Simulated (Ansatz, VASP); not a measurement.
# MgS in VASP and in Ansatz

INCAR

```
ALGO = Normal
EDIFF = 1E-6
ENCUT = 520
GGA = PS
ISIF = 2
ISMEAR = 0
LASPH = True
LCHARG = False
LREAL = False
LWAVE = False
NBANDS = 16
NELM = 80
PREC = Accurate
SIGMA = 0.05
```

The input KPOINTS:

```
k-points
0
Gamma
  6 6 4
```

Contents of POSCAR:

```
MgS
1.0
    4.0346224068      0.0000000000      0.0000000000
   -2.0173112034      3.4940854990      0.0000000000
    0.0000000000      0.0000000000      6.4322941800
Mg S
2 2
Direct
    0.6666666667      0.3333333333      0.4879815737
    0.3333333333      0.6666666667      0.9879815737
    0.3333333333      0.6666666667      0.3792441500
    0.6666666667      0.3333333333      0.8792441500
```

Input for Ansatz:

```yaml
crystal:
  lattice:
    - [4.0346224068, 0.0, 0.0]
    - [-2.0173112034, 3.494085499, 0.0]
    - [0.0, 0.0, 6.43229418]
  atoms:
    - { symbol: Mg, position: [0.6666666667, 0.3333333333, 0.4879815737] }
    - { symbol: Mg, position: [0.3333333333, 0.6666666667, 0.9879815737] }
    - { symbol: S, position: [0.3333333333, 0.6666666667, 0.37924415] }
    - { symbol: S, position: [0.6666666667, 0.3333333333, 0.87924415] }
basis:
  ecutwfc: 420
kpoints:
  mp_grid: { grid: [6, 6, 4] }
hamiltonian:
  xc: pbesol
scf:
  occupations: { method: gaussian, width: 0.05 }
output:
  forces: true
  stress: true
  eigenvalues: true
```

Change from the starting cell: all Mg atoms moved -0.050 Å, as atom 1 along Cartesian [0 0 1].

Alike in both runs: task single point; functional PBEsol; k mesh 6 × 6 × 4; occupations gaussian, width 0.05 eV; no spin polarisation.

|  | VASP | Ansatz |
| --- | --- | --- |
| version | VASP 6.6.1 | Ansatz 0.2.0 |
| potentials or method | VASP PAW PBE potentials, release 64 (Mg, S), cutoff 520 eV | scalar-relativistic, plane waves, PAW |
| valence electrons in the cell | 16 | 32 |

```tsv
	VASP	Ansatz	Ansatz less VASP
gap on the k mesh at the Fermi level (eV)	3.20	3.20	-0.002
least direct gap on the mesh (eV)	3.20	3.20	-0.002
pressure (GPa)	-0.4	-0.3	+0.09
traceless stress, the component that is largest in VASP (GPa)	-1.42	-1.42	-0.004
rms of the force components (eV/Å)	0.149	0.148	-0.0005
```

VASP's potentials were made for PBE, not for PBEsol. Atom by atom the forces differ by 0.000 eV/Å (rms over components). VASP's potentials hold 16 valence electrons a cell and Ansatz's 32, so a difference there can come from the potentials and not from the codes.
